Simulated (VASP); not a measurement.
**Zn23S24 (a cell with a defect): single point with PBE**

The system is Zn23S24 (a cell with a defect).

```xyz
47
Lattice="7.6240 0.0000 0.0000 -3.8120 6.6026 0.0000 0.0000 0.0000 18.6900" Properties=species:S:1:pos:R:3 pbc="T T T"
Zn   -1.8122    3.3554   -0.1329
Zn    3.8120   -0.1083   -0.1329
Zn    1.8122    3.3554   -0.1329
Zn    0.0000    0.0000    9.3532
Zn   -1.9096    3.2992    9.3600
Zn    3.8120    0.0042    9.3600
Zn    1.9096    3.2992    9.3600
Zn    0.0000    2.1421    3.0198
Zn   -1.9569    5.5315    3.0198
Zn    3.8120    2.2009    2.9778
Zn    1.9569    5.5315    3.0198
Zn    1.9054    1.1001   12.5324
Zn    0.0000    4.4017   12.5231
Zn    5.7186    1.1001   12.5324
Zn    3.8120    4.4024   12.5324
Zn    1.9058    1.1003    6.1796
Zn    0.0000    4.4017    6.2086
Zn    5.7182    1.1003    6.1796
Zn    3.8120    4.4020    6.1796
Zn    0.0000    2.2164   15.7256
Zn   -1.8925    5.4944   15.7256
Zn    3.8120    2.2009   15.6529
Zn    1.8925    5.4944   15.7256
S     0.0000    0.0000    2.2849
S    -1.8915    3.3097    2.3132
S     3.8120   -0.0167    2.3132
S     1.8915    3.3097    2.3132
S     0.0000    0.0000   11.6858
S    -1.9083    3.2999   11.6894
S     3.8120    0.0027   11.6894
S     1.9083    3.2999   11.6894
S     0.0000    2.2095    5.4476
S    -1.8985    5.4978    5.4476
S     3.8120    2.2009    5.4131
S     1.8985    5.4978    5.4476
S     1.9001    1.0970   14.8204
S     0.0000    4.4017   14.8079
S     5.7239    1.0970   14.8204
S     3.8120    4.4086   14.8204
S     1.9079    1.1015    8.5534
S     0.0000    4.4017    8.5746
S     5.7161    1.1015    8.5534
S     3.8120    4.3996    8.5534
S     0.0000    2.0775   17.9716
S    -2.0128    5.5638   17.9716
S     3.8120    2.2009   17.9472
S     2.0128    5.5638   17.9716
```

This cell differs from its parent crystal: atoms taken out, then relaxed in part.

* Program: VASP 6.6.1
* Task: single point
* Functional: PBE
* Potentials or basis: VASP PAW PBE potentials, release 64 (Zn, S)
* Cutoff: 520 eV
* k mesh: 3 × 3 × 1
* Occupations: fermi-dirac, width 0.01 eV
* Spin: no spin polarisation

```
Largest force : 0.033 eV/Å
```

Forces on the atoms (eV/Å):
```
Zn   0.012  0.007  0.006
Zn   0.000 -0.014  0.006
Zn  -0.012  0.007  0.006
Zn   0.000  0.000 -0.007
Zn   0.003  0.002 -0.003
Zn   0.000 -0.004 -0.003
Zn  -0.003  0.002 -0.003
Zn   0.000 -0.005  0.013
Zn  -0.004  0.002  0.013
Zn   0.000  0.000  0.022
Zn   0.004  0.002  0.013
Zn   0.001  0.000  0.004
Zn   0.000  0.000 -0.004
Zn  -0.001  0.000  0.004
Zn   0.000 -0.001  0.004
Zn   0.000  0.000  0.001
Zn   0.000  0.000 -0.004
Zn   0.000  0.000  0.001
Zn   0.000  0.000  0.001
Zn   0.000  0.003  0.001
Zn   0.002 -0.001  0.001
Zn   0.000  0.000 -0.002
Zn  -0.002 -0.001  0.001
S    0.000  0.000 -0.027
S    0.002  0.001 -0.002
S    0.000 -0.003 -0.002
S   -0.002  0.001 -0.002
S    0.000  0.000 -0.006
S    0.001  0.001 -0.008
S    0.000 -0.002 -0.008
S   -0.001  0.001 -0.008
S    0.000 -0.004 -0.010
S   -0.003  0.002 -0.010
S    0.000  0.000 -0.009
S    0.003  0.002 -0.010
S    0.000  0.000 -0.004
S    0.000  0.000 -0.006
S    0.000  0.000 -0.004
S    0.000  0.000 -0.004
S   -0.004 -0.002  0.001
S    0.000  0.000 -0.001
S    0.004 -0.002  0.001
S    0.000  0.005  0.001
S    0.000 -0.026  0.020
S   -0.023  0.013  0.020
S    0.000  0.000 -0.011
S    0.023  0.013  0.020
```

Levels at points of the mesh, in eV from the Fermi level:
```tsv
k point	band 208	band 209	band 210	band 211	band 212	band 213	band 214	band 215
(0.00, 0.00, 0.00)	-0.97	-0.86	-0.24	-0.24	1.03	1.77	2.01	2.06
```

Run time: 33 min on 4 MPI ranks on AMD EPYC 7571, on a shared host, peak memory 0.69 GiB a rank.

Caveat: the cell carries a net charge on a neutralising background, which shifts energy and pressure; the cell differs from its parent crystal (atoms taken out, then relaxed in part); the cell is charged against a uniform background, so pressure and absolute levels hang on convention.
